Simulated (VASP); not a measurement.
# LiH (rocksalt type) (I4/mmm) in VASP: single point with PBE

Aim: the single point of LiH (rocksalt type) with PBE.

Program: VASP 6.6.1. These are calculated values, not measurements. Logs are shortened: lines on timing, memory, paths and dates and some standing lists are left out, and cuts for length are marked.

## 1. The cell of the first run

It takes space group I4/mmm (No. 139, tetragonal). The conventional cell has a = 2.877 Å, b = 2.877 Å, c = 3.887 Å, α = 90.00°, β = 90.00°, γ = 90.00°. Within 2.6 Å of Li (site symmetry 4/mmm) lie 6 H at 1.94 to 2.03 Å. Within 2.6 Å of H (site symmetry 4/mmm) lie 6 Li at 1.94 to 2.03 Å.

## 2. Single point, PBE (z stretched by -3 % at fixed volume)

Input file INCAR:

```
PREC = Accurate
ENCUT = 520
EDIFF = 1E-7
ISMEAR = -1
SIGMA = 0.08
LREAL = False
LASPH = True
NELM = 80
ALGO = Normal
ISIF = 2
LWAVE = False
LCHARG = False
GGA = PE
NBANDS = 9
```

Input file KPOINTS:

```
Automatic mesh
0
Gamma
  14 14 14
```

Input file POSCAR:

```
LiH
1.0
    0.0000000000      2.0342384107      1.9433877097
    2.0342384107      0.0000000000      1.9433877097
    2.0342384107      2.0342384107      0.0000000000
Li H
1 1
Direct
    0.0000000000      0.0000000000      0.0000000000
    0.5000000000      0.5000000000      0.5000000000
```

Potentials or basis: VASP PAW PBE potentials, release 64 (Li_sv, H).

The run is started by

```bash
> cat potpaw_PBE.64/Li_sv/POTCAR potpaw_PBE.64/H/POTCAR > POTCAR
> mpirun -np 1 vasp_std > vasp.out
```

OUTCAR:

```text
PREC = Accurate
   ENCUT = 520
   EDIFF = 1E-7
   ISMEAR = -1
   LREAL = False
   LASPH = True
   NELM = 80
   ISIF = 2
   GGA = PE

 ion  position               nearest neighbor table
   1  0.000  0.000  0.000-
   2  0.500  0.500  0.500-

  LATTYP: Found a body centered tetragonal cell.
 ALAT       =     2.8768475495
 C/A-ratio  =     1.3510536629

  Lattice vectors:

 A1 = (   0.0000000000,  -2.0342384107,  -1.9433877097)
 A2 = (   0.0000000000,   2.0342384107,  -1.9433877097)
 A3 = (   2.0342384107,   0.0000000000,   1.9433877097)

Analysis of symmetry for initial positions (statically):
=====================================================================
 Subroutine PRICEL returns:
 Original cell was already a primitive cell.

 Routine SETGRP: Setting up the symmetry group for a
 body centered tetragonal supercell.

 Subroutine GETGRP returns: Found 16 space group operations
 (whereof 16 operations were pure point group operations)
 out of a pool of 16 trial point group operations.

The static configuration has the point symmetry D_4h.

Analysis of symmetry for dynamics (positions and initial velocities):
=====================================================================
 Subroutine PRICEL returns:
 Original cell was already a primitive cell.

 Routine SETGRP: Setting up the symmetry group for a
 body centered tetragonal supercell.

 Subroutine GETGRP returns: Found 16 space group operations
 (whereof 16 operations were pure point group operations)
 out of a pool of 16 trial point group operations.

The dynamic configuration has the point symmetry D_4h.

 Subroutine INISYM returns: Found 16 space group operations
 (whereof 16 operations are pure point group operations),
 and found     1 'primitive' translations

----------------------------------------------------------------------------------------

                                     Primitive cell

  volume of cell :      16.0840

  direct lattice vectors                    reciprocal lattice vectors
     0.000000000  2.034238411  1.943387710    -0.245792232  0.245792232  0.257282681
     2.034238411  0.000000000  1.943387710     0.245792232 -0.245792232  0.257282681
     2.034238411  2.034238411  0.000000000     0.245792232  0.245792232 -0.257282681

  length of vectors
     2.813339955  2.813339955  2.876847550     0.432460427  0.432460427  0.432460427

  position of ions in fractional coordinates (direct lattice)
     0.000000000  0.000000000  0.000000000
     0.500000000  0.500000000  0.500000000

  ion indices of the primitive-cell ions
[... 75 lines left out ...]
   EDIFF  = 0.1E-06   stopping-criterion for ELM
   LREAL  =      F    real-space projection
   EDIFFG = 0.1E-05   stopping-criterion for IOM
   NSW    =      0    number of steps for IOM
   IBRION =     -1    ionic relax: 0-MD 1-quasi-New 2-CG
   NFREE  =      0    steps in history (QN), initial steepest desc. (CG)
   ISIF   =      2    stress and relaxation
   ISYM   =      2    0-nonsym 1-usesym 2-fastsym
   POTIM  = 0.5000    time-step for ionic-motion
   TEBEG  =    0.0;   TEEND  =   0.0 temperature during run
   PSTRESS=    0.0 pullay stress
   NELECT =       4.0000    total number of electrons
   NUPDOWN=      -1.0000    fix difference up-down
   EMIN   =  10.00;   EMAX   =-10.00  energy-range for DOS
   EFERMI =   0.00;   METHOD = LEGACY
   ISMEAR =    -1;   SIGMA  =   0.08  broadening in eV -4-tet -1-fermi 0-gaus
   EFERMI_NEDOS =   21; number of points for ismear=-14 and -15
   IALGO  =     38    algorithm
   IMIX   =      4    mixing-type and parameters
     AMIX     =   0.40;   BMIX     =  1.00
     AMIX_MAG =   1.60;   BMIX_MAG =  1.00
  volume/ion in A,a.u.               =       8.04        54.27
  Fermi-wavevector in a.u.,A,eV,Ry     =   1.029510  1.945491 14.420682  1.059890
  Thomas-Fermi vector in A             =   2.163561
   LORBIT       =      0    0 simple, 1 ext, 2 COOP (PROOUT), +10 PAW based schemes
   GGA     = PE    functional components
   LHFCALC =     F    Hartree Fock is set to
   AEXX    =    0.0000 exact exchange contribution
   IVDW    =     0    specifies the selected vdW correction
   LEPSILON=     F    determine dielectric tensor
   LRPA    =     F    only Hartree local field effects (RPA)
 non-spin polarized calculation
  energy-cutoff  :      520.00
  volume of cell :       16.08
 maximum number of plane-waves:       447
 NGX is ok and might be reduce to    24
   NGX = 11   NGY = 11   NGZ = 11

 number of electron       3.9999994 magnetization

 Free energy of the ion-electron system (eV)
  ---------------------------------------------------
  ext. energy  EPLUGINS =         0.00000000
  ---------------------------------------------------
  free energy    TOTEN  =        -6.12203003 eV

  energy without entropy =       -6.12203003  energy(sigma->0) =       -6.12203003

 E-fermi :   1.6056     XC(G=0):  -8.5128

 val. band max:        0.3231979934   @ k =   0.5000   0.5000   0.0000
 cond. band min:       2.8739235531   @ k =   0.5000   0.0000   0.5000
 fundamental gap:      2.5507255597
 Fermi energy:         1.6056329322

 k-point     1 :       0.0000    0.0000    0.0000
  band No.  band energies     occupation
      1     -44.1908      2.00000
      2      -5.3383      2.00000
      3      16.1542      0.00000
      4      17.7500      0.00000
      5      18.1494      0.00000
      6      18.1494      0.00000
      7      22.6610      0.00000
      8      22.6610      0.00000
      9      22.9153      0.00000
[... 265 lines left out ...]
 k-point    24 :       0.2857    0.1429    0.0000
  band No.  band energies     occupation
      1     -44.1617      2.00000
      2      -3.9822      2.00000
      3      10.1949      0.00000
      4      13.4333      0.00000
      5      13.8749      0.00000
      6      18.1702      0.00000
      7      19.7736      0.00000
      8      24.0217      0.00000
      9      25.4499      0.00000

 [... further k-points ...]
[... 5 lines left out ...]
  --------------------------------------------------------------------------------------
  -------------------------------------------------------------------------------------
  Total       -0.1225984     -0.1225984      0.2118925      0.0000000     -0.0000000      0.0000000
  in kB      -12.2124333    -12.2124333     21.1073189      0.0000000     -0.0000000      0.0000000
  external PRESSURE =      -1.1058492 kB  Pullay stress =       0.0000000 kB

 VOLUME and BASIS-vectors are now :
 -----------------------------------------------------------------------------
  energy-cutoff  :      520.00
  volume of cell :       16.08
      direct lattice vectors                 reciprocal lattice vectors
     0.000000000  2.034238411  1.943387710    -0.245792232  0.245792232  0.257282681
     2.034238411  0.000000000  1.943387710     0.245792232 -0.245792232  0.257282681
     2.034238411  2.034238411  0.000000000     0.245792232  0.245792232 -0.257282681

 POSITION                                       TOTAL-FORCE (eV/Angst)
 -----------------------------------------------------------------------------------
      0.00000      0.00000      0.00000        -0.000000      0.000000      0.000000
      2.03424      2.03424      1.94339         0.000000     -0.000000     -0.000000
 -----------------------------------------------------------------------------------
    total drift:                                0.000000     -0.000000     -0.000000

  FREE ENERGIE OF THE ION-ELECTRON SYSTEM (eV)
  ---------------------------------------------------
  free  energy   TOTEN  =        -6.1220300264 eV

  energy  without entropy=       -6.1220300255  energy(sigma->0) =       -6.12203003
```

OSZICAR:

```text
N       E                     dE             d eps       ncg     rms          rms(c)
DAV:   1    -0.155955784901E+01   -0.15596E+01   -0.14027E+03  4440   0.404E+02
DAV:   2    -0.630352211922E+01   -0.47440E+01   -0.46820E+01  6195   0.560E+01
DAV:   3    -0.636605087779E+01   -0.62529E-01   -0.62504E-01  5412   0.535E+00
DAV:   4    -0.636629941144E+01   -0.24853E-03   -0.24851E-03  6093   0.304E-01
DAV:   5    -0.636630062145E+01   -0.12100E-05   -0.12100E-05  5347   0.147E-02    0.288E+00
DAV:   6    -0.618200799031E+01    0.18429E+00   -0.14977E-01  4892   0.120E+00    0.145E+00
DAV:   7    -0.612029188578E+01    0.61716E-01   -0.19351E-01  5198   0.154E+00    0.222E-01
DAV:   8    -0.612211018805E+01   -0.18183E-02   -0.43690E-03  5307   0.428E-01    0.436E-02
DAV:   9    -0.612203814747E+01    0.72041E-04   -0.15886E-04  5751   0.487E-02    0.652E-03
DAV:  10    -0.612203132916E+01    0.68183E-05   -0.64555E-06  5177   0.181E-02    0.243E-03
DAV:  11    -0.612203053695E+01    0.79221E-06   -0.19685E-07  6249   0.192E-03    0.468E-04
DAV:  12    -0.612203001060E+01    0.52635E-06   -0.61190E-09  2941   0.613E-04    0.333E-04
DAV:  13    -0.612203002640E+01   -0.15795E-07   -0.67702E-09  2520   0.402E-04
   1 F= -.61220300E+01 E0= -.61220300E+01  d E =-.891398E-09
```

Wall time 37 s (1 thread of Intel Xeon 8259CL, shared host); peak memory 0.15 GiB.

What came out:

```yaml
Free_energy: -6.1220 eV
Band_gap_on_the_k_mesh: 2.55 eV, indirect (least direct gap 2.89 eV)
```

Caveat: the cutoff is under 1.25 times the usual one of these potentials, so pressure, stress and relaxed cells hold a basis-set (Pulay) error. A k mesh can miss the band edges.
